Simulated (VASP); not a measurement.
# Pt (Fm-3m) in VASP: further runs, part 2 of 2

VASP 6.6.1. Earlier steps stand in the parts before.

**4. Single point, PBE, collinear spin (14.39 Å³/atom)**

This run uses another cell than the first one, of 14.39 Å³/atom.

File INCAR:

```
SYSTEM = Pt
PREC = Accurate
ENCUT = 520
EDIFF = 1E-6
ISMEAR = -1
SIGMA = 0.05
LREAL = .FALSE.
LASPH = .TRUE.
NELM = 150
ALGO = Normal
ISIF = 2
LWAVE = .FALSE.
LCHARG = .FALSE.
ISPIN = 2
MAGMOM = 1
LORBIT = 11
LMAXMIX = 4
GGA = PE
NBANDS = 15
```

File KPOINTS:

```
regular mesh
0
G
  22 22 22
  0 0 0
```

File POSCAR:

```
Pt
1.0
    0.0000000000      1.9304273670      1.9304273670
    1.9304273670      0.0000000000      1.9304273670
    1.9304273670      1.9304273670      0.0000000000
Pt
1
Direct
    0.0000000000      0.0000000000      0.0000000000
```

The run is started by

```
$ cat potpaw_PBE.64/Pt/POTCAR > POTCAR
$ mpirun -np 1 vasp_std > vasp.out
```

Run time: 99 s. Hardware: 1 thread of Intel Xeon Platinum 8375C at 2.90GHz (Ice Lake), shared host; peak memory 0.22 GiB.

It converged, with:

```
Free energy                                           : -6.0169 eV
Pressure                                              : 25.5 GPa
Band gap on the k mesh                                : zero (filled and empty bands overlap)
Net moment                                            : 0.00 μB per cell
Valence electrons inside the program's atomic spheres : Pt 9.43
```

Levels at points of the mesh, in eV from the Fermi level:
Spin up:
| k point | band 3 | band 4 | band 5 | band 6 | band 7 | band 8 |
| --- | --- | --- | --- | --- | --- | --- |
| (0.00, 0.00, 0.00) | -4.08 | -4.08 | -1.75 | -1.75 | 14.50 | 19.73 |
| (0.50, 0.00, 0.00) | -4.16 | -0.66 | 0.06 | 0.06 | 6.23 | 14.08 |
| (0.50, 0.50, 0.00) | 0.02 | 0.55 | 0.55 | 1.70 | 9.42 | 11.55 |
Spin down:
| k point | band 2 | band 3 | band 4 | band 5 | band 6 | band 7 | band 8 | band 9 |
| --- | --- | --- | --- | --- | --- | --- | --- | --- |
| (0.00, 0.00, 0.00) | -4.08 | -4.08 | -4.08 | -1.75 | -1.75 | 14.50 | 19.73 | 19.73 |
| (0.50, 0.00, 0.00) | -4.16 | -4.16 | -0.66 | 0.06 | 0.06 | 6.23 | 14.08 | 19.30 |
| (0.50, 0.50, 0.00) | -7.13 | 0.02 | 0.55 | 0.55 | 1.70 | 9.42 | 11.55 | 11.55 |

Caveat: the cell stands under pressure; spin-orbit coupling is left out, which moves the levels of the heavy elements.

**5. Single point, PBE, collinear spin (15.01 Å³/atom)**

This run uses another cell than the first one, of 15.01 Å³/atom.

File INCAR:

```
SYSTEM = Pt
ALGO = Normal
EDIFF = 1E-7
ENCUT = 520
GGA = PE
ISIF = 2
ISMEAR = -1
ISPIN = 2
LASPH = .True.
LCHARG = .False.
LMAXMIX = 4
LORBIT = 11
LREAL = .False.
LWAVE = .False.
MAGMOM = 1
NBANDS = 15
NELM = 150
PREC = Accurate
SIGMA = 0.05
```

File KPOINTS:

```
k-points
0
Gamma
  22 22 22
  0 0 0
```

File POSCAR:

```
Pt
1.0
    0.0000000000      1.9580086272      1.9580086272
    1.9580086272      0.0000000000      1.9580086272
    1.9580086272      1.9580086272      0.0000000000
Pt
1
Direct
    0.0000000000      0.0000000000      0.0000000000
```

The run is started by

```
$ cat potpaw_PBE.64/Pt/POTCAR > POTCAR
$ mpirun -np 1 vasp_std > vasp.out
```

Run time: 2 min. Hardware: 1 thread of Intel Xeon Platinum 8375C at 2.90GHz (Ice Lake), shared host; peak memory 0.24 GiB.

The run converged. Its results:

| Property | Result |
| --- | --- |
| Free energy | -6.0873 eV |
| Pressure | 10.9 GPa |
| Band gap on the k mesh | zero (filled and empty bands overlap) |
| Net moment | 0.00 μB per cell |
| Valence electrons inside the program's atomic spheres | Pt 9.31 |

Levels at points of the mesh, in eV from the Fermi level:
Spin up:
| k point | band 3 | band 4 | band 5 | band 6 | band 7 | band 8 |
| --- | --- | --- | --- | --- | --- | --- |
| (0.00, 0.00, 0.00) | -3.81 | -3.81 | -1.64 | -1.64 | 14.63 | 19.63 |
| (0.50, 0.00, 0.00) | -3.87 | -0.48 | 0.05 | 0.05 | 5.89 | 14.20 |
| (0.50, 0.50, 0.00) | 0.01 | 0.51 | 0.51 | 1.78 | 8.94 | 11.42 |
Spin down:
```
           k point  band 2  band 3  band 4  band 5  band 6  band 7  band 8  band 9
(0.00, 0.00, 0.00)   -3.81   -3.81   -3.81   -1.64   -1.64   14.63   19.63   19.63
(0.50, 0.00, 0.00)   -3.87   -3.87   -0.48    0.05    0.05    5.89   14.20   19.02
(0.50, 0.50, 0.00)   -6.66    0.01    0.51    0.51    1.78    8.94   11.42   11.42
```

Caveat: the cell stands under pressure; spin-orbit coupling is left out, which moves the levels of the heavy elements.

**6. Single point, PBE, collinear spin**

File INCAR:

```
SYSTEM = Pt
PREC = Accurate
ENCUT = 520
EDIFF = 1E-6
ISMEAR = -1
SIGMA = 0.05
LREAL = .FALSE.
LASPH = .TRUE.
NELM = 150
ALGO = Normal
ISIF = 2
LWAVE = .FALSE.
LCHARG = .TRUE.
ISPIN = 2
MAGMOM = 1
LORBIT = 11
LMAXMIX = 4
GGA = PE
LELF = .TRUE.
LVHAR = .TRUE.
NBANDS = 15
```

File KPOINTS:

```
regular mesh
0
G
  22 22 22
  0 0 0
```

File POSCAR:

```
Pt
1.0
    0.0000000000      1.9848339966      1.9848339966
    1.9848339966      0.0000000000      1.9848339966
    1.9848339966      1.9848339966      0.0000000000
Pt
1
Direct
    0.0000000000      0.0000000000      0.0000000000
```

Potentials or basis: VASP PAW PBE potentials, release 64 (Pt).

The run is started by

```
$ cat potpaw_PBE.64/Pt/POTCAR > POTCAR
$ mpirun -np 1 vasp_std > vasp.out
```

OUTCAR:

```text
SYSTEM = Pt
   PREC = Accurate
   ENCUT = 520
   EDIFF = 1E-6
   ISMEAR = -1
   LREAL = .FALSE.
   LASPH = .TRUE.
   NELM = 150
   ISIF = 2
   ISPIN = 2
   LORBIT = 11
   GGA = PE

 ion  position               nearest neighbor table
   1  0.000  0.000  0.000-

  LATTYP: Found a face centered cubic cell.
 ALAT       =     3.9696679932

  Lattice vectors:

 A1 = (   0.0000000000,   1.9848339966,   1.9848339966)
 A2 = (   1.9848339966,   0.0000000000,   1.9848339966)
 A3 = (   1.9848339966,   1.9848339966,   0.0000000000)

Analysis of symmetry for initial positions (statically):
=====================================================================
 Subroutine PRICEL returns:
 Original cell was already a primitive cell.

 Routine SETGRP: Setting up the symmetry group for a
 face centered cubic supercell.

 Subroutine GETGRP returns: Found 48 space group operations
 (whereof 48 operations were pure point group operations)
 out of a pool of 48 trial point group operations.

The static configuration has the point symmetry O_h .

Analysis of symmetry for dynamics (positions and initial velocities):
=====================================================================
 Subroutine PRICEL returns:
 Original cell was already a primitive cell.

 Routine SETGRP: Setting up the symmetry group for a
 face centered cubic supercell.

 Subroutine GETGRP returns: Found 48 space group operations
 (whereof 48 operations were pure point group operations)
 out of a pool of 48 trial point group operations.

The dynamic configuration has the point symmetry O_h .

Analysis of structural, dynamic, and magnetic symmetry:
=====================================================================
 Subroutine PRICEL returns:
 Original cell was already a primitive cell.

 Routine SETGRP: Setting up the symmetry group for a
 face centered cubic supercell.

 Subroutine GETGRP returns: Found 48 space group operations
 (whereof 48 operations were pure point group operations)
 out of a pool of 48 trial point group operations.

The overall configuration has the point symmetry O_h .

 Subroutine INISYM returns: Found 48 space group operations
 (whereof 48 operations are pure point group operations),
 and found     1 'primitive' translations

----------------------------------------------------------------------------------------

                                     Primitive cell

  volume of cell :      15.6388

  direct lattice vectors                    reciprocal lattice vectors
     0.000000000  1.984833997  1.984833997    -0.251910236  0.251910236  0.251910236
     1.984833997  0.000000000  1.984833997     0.251910236 -0.251910236  0.251910236
     1.984833997  1.984833997  0.000000000     0.251910236  0.251910236 -0.251910236

  length of vectors
     2.806979157  2.806979157  2.806979157     0.436321327  0.436321327  0.436321327

  position of ions in fractional coordinates (direct lattice)
     0.000000000  0.000000000  0.000000000

  ion indices of the primitive-cell ions
   primitive index   ion index
                 1           1

----------------------------------------------------------------------------------------

 KPOINTS: regular mesh

Automatic generation of k-mesh.
 Grid dimensions read from file:
 generate k-points for:   22   22   22

 Generating k-lattice:

[... 67 lines left out ...]
   ISIF   =      2    stress and relaxation
   ISYM   =      2    0-nonsym 1-usesym 2-fastsym
   POTIM  = 0.5000    time-step for ionic-motion
   TEBEG  =    0.0;   TEEND  =   0.0 temperature during run
   PSTRESS=    0.0 pullay stress
   NELECT =      10.0000    total number of electrons
   NUPDOWN=      -1.0000    fix difference up-down
   EMIN   =  10.00;   EMAX   =-10.00  energy-range for DOS
   EFERMI =   0.00;   METHOD = LEGACY
   ISMEAR =    -1;   SIGMA  =   0.05  broadening in eV -4-tet -1-fermi 0-gaus
   EFERMI_NEDOS =   21; number of points for ismear=-14 and -15
   IALGO  =     38    algorithm
   IMIX   =      4    mixing-type and parameters
     AMIX     =   0.40;   BMIX     =  1.00
     AMIX_MAG =   1.60;   BMIX_MAG =  1.00
  volume/ion in A,a.u.               =      15.64       105.54
  Fermi-wavevector in a.u.,A,eV,Ry     =   1.410395  2.665259 27.064886  1.989213
  Thomas-Fermi vector in A             =   2.532353
   LORBIT       =     11    0 simple, 1 ext, 2 COOP (PROOUT), +10 PAW based schemes
   GGA     = PE    functional components
   LHFCALC =     F    Hartree Fock is set to
   AEXX    =    0.0000 exact exchange contribution
   IVDW    =     0    specifies the selected vdW correction
   LEPSILON=     F    determine dielectric tensor
   LRPA    =     F    only Hartree local field effects (RPA)
 spin polarized calculation
  energy-cutoff  :      520.00
  volume of cell :       15.64
 maximum number of plane-waves:       444
 NGX is ok and might be reduce to    24
   NGX = 11   NGY = 11   NGZ = 11

 number of electron      10.0000002 magnetization      -0.0006347

 number of electron      10.0000002 magnetization       0.0015702

 Free energy of the ion-electron system (eV)
  ---------------------------------------------------
  ext. energy  EPLUGINS =         0.00000000
  ---------------------------------------------------
  free energy    TOTEN  =        -6.10739412 eV

  energy without entropy =       -6.09150271  energy(sigma->0) =       -6.09944841

 E-fermi :  10.5701     XC(G=0): -13.2730

 val. band max:       10.5692563754   @ k =   0.4091   0.2727   0.0000
 cond. band min:      10.5703933212   @ k =   0.4091   0.2727   0.0000
 fundamental gap:      0.0011369458
 Fermi energy:        10.5700784943

 spin component 1

 k-point     1 :       0.0000    0.0000    0.0000
  band No.  band energies     occupation
      1       0.7661      1.00000
      2       7.0087      1.00000
      3       7.0087      1.00000
      4       7.0087      1.00000
      5       9.0388      1.00000
      6       9.0388      1.00000
      7      25.3139      0.00000
      8      30.0765      0.00000
      9      30.0765      0.00000
     10      30.0765      0.00000
     11      35.2897      0.00000
     12      41.9387      0.00000
     13      41.9387      0.00000
     14      41.9387      0.00000
[... 403 lines left out ...]
      4       9.5216      1.00000
      5      10.5180      0.73896
      6      11.2292      0.00000
      7      16.3744      0.00000
      8      25.0191      0.00000
      9      29.0102      0.00000
     10      29.4551      0.00000
     11      38.0260      0.00000
     12      38.3434      0.00000
     13      39.6106      0.00000
     14      43.4065      0.00000
     15      43.5085      0.00000

 [... further k-points ...]

 spin component 2

 k-point     1 :       0.0000    0.0000    0.0000
  band No.  band energies     occupation
      1       0.7662      1.00000
      2       7.0097      1.00000
      3       7.0097      1.00000
      4       7.0097      1.00000
      5       9.0397      1.00000
      6       9.0397      1.00000
      7      25.3139      0.00000
      8      30.0765      0.00000
      9      30.0765      0.00000
     10      30.0765      0.00000
     11      35.2894      0.00000
     12      41.9389      0.00000
     13      41.9389      0.00000
     14      41.9389      0.00000
[... 403 lines left out ...]
      4       9.5220      1.00000
      5      10.5192      0.73444
      6      11.2299      0.00000
      7      16.3752      0.00000
      8      25.0190      0.00000
      9      29.0104      0.00000
     10      29.4554      0.00000
     11      38.0261      0.00000
     12      38.3435      0.00000
     13      39.6108      0.00000
     14      43.4080      0.00000
     15      43.5099      0.00000

 [... further k-points ...]
[... 5 lines left out ...]
  --------------------------------------------------------------------------------------
  -------------------------------------------------------------------------------------
  Total       -0.0368293     -0.0368293     -0.0368293      0.0000000      0.0000000     -0.0000000
  in kB       -3.7731266     -3.7731266     -3.7731266      0.0000000      0.0000000     -0.0000000
  external PRESSURE =      -3.7731266 kB  Pullay stress =       0.0000000 kB

 VOLUME and BASIS-vectors are now :
 -----------------------------------------------------------------------------
  energy-cutoff  :      520.00
  volume of cell :       15.64
      direct lattice vectors                 reciprocal lattice vectors
     0.000000000  1.984833997  1.984833997    -0.251910236  0.251910236  0.251910236
     1.984833997  0.000000000  1.984833997     0.251910236 -0.251910236  0.251910236
     1.984833997  1.984833997  0.000000000     0.251910236  0.251910236 -0.251910236

 POSITION                                       TOTAL-FORCE (eV/Angst)
 -----------------------------------------------------------------------------------
      0.00000      0.00000      0.00000         0.000000      0.000000      0.000000
 -----------------------------------------------------------------------------------
    total drift:                               -0.000000      0.000000     -0.000000

  FREE ENERGIE OF THE ION-ELECTRON SYSTEM (eV)
  ---------------------------------------------------
  free  energy   TOTEN  =        -6.1073941237 eV

  energy  without entropy=       -6.0915027055  energy(sigma->0) =       -6.09944841

 total charge

# of ion       s       p       d       tot
------------------------------------------
    1        0.620   0.568   8.019   9.206

 magnetization (x)

# of ion       s       p       d       tot
------------------------------------------
    1       -0.000  -0.000   0.001   0.001
```

It took 1.9 min on 1 thread of Intel Xeon Platinum 8375C at 2.90GHz (Ice Lake), shared host; peak memory 0.24 GiB.

What came out:

```
Free energy                                           : -6.1074 eV
Pressure                                              : -0.4 GPa
Band gap on the k mesh                                : zero (filled and empty bands overlap)
Net moment                                            : 0.00 μB per cell
Valence electrons inside the program's atomic spheres : Pt 9.21
```

Levels at points of the mesh, in eV from the Fermi level:
Spin up:
```csv
k point,band 3,band 4,band 5,band 6,band 7,band 8
"(0.00, 0.00, 0.00)",-3.56,-3.56,-1.53,-1.53,14.74,19.51
"(0.50, 0.00, 0.00)",-3.62,-0.31,0.04,0.04,5.58,14.30
"(0.50, 0.50, 0.00)",0.01,0.46,0.46,1.86,8.50,11.29
```
Spin down:
| k point | band 3 | band 4 | band 5 | band 6 | band 7 | band 8 |
| --- | --- | --- | --- | --- | --- | --- |
| (0.00, 0.00, 0.00) | -3.56 | -3.56 | -1.53 | -1.53 | 14.74 | 19.51 |
| (0.50, 0.00, 0.00) | -3.62 | -0.31 | 0.04 | 0.04 | 5.58 | 14.30 |
| (0.50, 0.50, 0.00) | 0.01 | 0.47 | 0.47 | 1.86 | 8.50 | 11.29 |

Caveat: spin-orbit coupling is left out, which moves the levels of the heavy elements.

**7. Single point, PBE, collinear spin (16.26 Å³/atom)**

This run uses another cell than the first one, of 16.26 Å³/atom.

File INCAR:

```
SYSTEM = Pt
ALGO = Normal ; EDIFF = 1E-7
ENCUT = 520 ; GGA = PE
ISIF = 2 ; ISMEAR = -1
ISPIN = 2 ; LASPH = .TRUE.
LCHARG = .FALSE. ; LMAXMIX = 4
LORBIT = 11 ; LREAL = .FALSE.
LWAVE = .FALSE. ; MAGMOM = 1
NBANDS = 15 ; NELM = 150
PREC = Accurate ; SIGMA = 0.05
```

File KPOINTS:

```
k-points
0
G
  22 22 22
  0 0 0
```

File POSCAR:

```
Pt
1.0
    0.0000000000      2.0109532287      2.0109532287
    2.0109532287      0.0000000000      2.0109532287
    2.0109532287      2.0109532287      0.0000000000
Pt
1
Direct
    0.0000000000      0.0000000000      0.0000000000
```

The run is started by

```
$ cat potpaw_PBE.64/Pt/POTCAR > POTCAR
$ mpirun -np 1 vasp_std > vasp.out
```

Wall time 2.4 min (1 thread of Intel Xeon Platinum 8375C at 2.90GHz (Ice Lake), shared host); peak memory 0.24 GiB.

Results (log left out):

| Quantity | Value |
| --- | --- |
| Free energy | -6.0887 eV |
| Pressure | -9.1 GPa |
| Band gap on the k mesh | zero (filled and empty bands overlap) |
| Net moment | 0.00 μB per cell |
| Valence electrons inside the program's atomic spheres | Pt 9.11 |

Levels at points of the mesh, in eV from the Fermi level:
Spin up:
| k point | band 2 | band 3 | band 4 | band 5 | band 6 | band 7 | band 8 | band 9 |
| --- | --- | --- | --- | --- | --- | --- | --- | --- |
| (0.00, 0.00, 0.00) | -3.34 | -3.34 | -3.34 | -1.44 | -1.44 | 14.83 | 19.37 | 19.37 |
| (0.50, 0.00, 0.00) | -3.39 | -3.39 | -0.15 | 0.03 | 0.03 | 5.30 | 14.37 | 18.46 |
| (0.50, 0.50, 0.00) | -5.86 | 0.00 | 0.43 | 0.43 | 1.94 | 8.10 | 11.16 | 11.16 |
Spin down:
```tsv
k point	band 2	band 3	band 4	band 5	band 6	band 7	band 8	band 9
(0.00, 0.00, 0.00)	-3.34	-3.34	-3.34	-1.44	-1.44	14.83	19.37	19.37
(0.50, 0.00, 0.00)	-3.39	-3.39	-0.15	0.03	0.03	5.30	14.37	18.46
(0.50, 0.50, 0.00)	-5.86	0.00	0.43	0.43	1.94	8.10	11.16	11.16
```

Caveat: the cell stands under tension; spin-orbit coupling is left out, which moves the levels of the heavy elements.

**8. Summary**

```tsv
cell	k mesh	gap on the mesh (eV)	pressure (GPa)	moment (μB)
a = 2.807 Å, angles 60.0°, 1 atom	14 × 14 × 14	none	-0.5	0.00
a = 2.690 Å, angles 60.0°, 1 atom	22 × 22 × 22	none	44.4	0.00
a = 2.730 Å, angles 60.0°, 1 atom	22 × 22 × 22	none	25.5	0.00
a = 2.769 Å, angles 60.0°, 1 atom	22 × 22 × 22	none	10.9	0.00
a = 2.807 Å, angles 60.0°, 1 atom	22 × 22 × 22	none	-0.4	0.00
a = 2.844 Å, angles 60.0°, 1 atom	22 × 22 × 22	none	-9.1	0.00
```

Alike in all rows: task single point; level PBE; potentials or basis VASP PAW PBE potentials, release 64 (Pt); spin collinear; cutoff (eV) 520; smearing fermi-dirac 0.05 eV.

Caveats: spin-orbit coupling is left out, which moves the levels of the heavy elements; the cell stands under pressure (at least some runs); the cell stands under tension (at least some runs).

Total energies depend on the potentials used, so only differences within one code and one set of settings carry meaning.
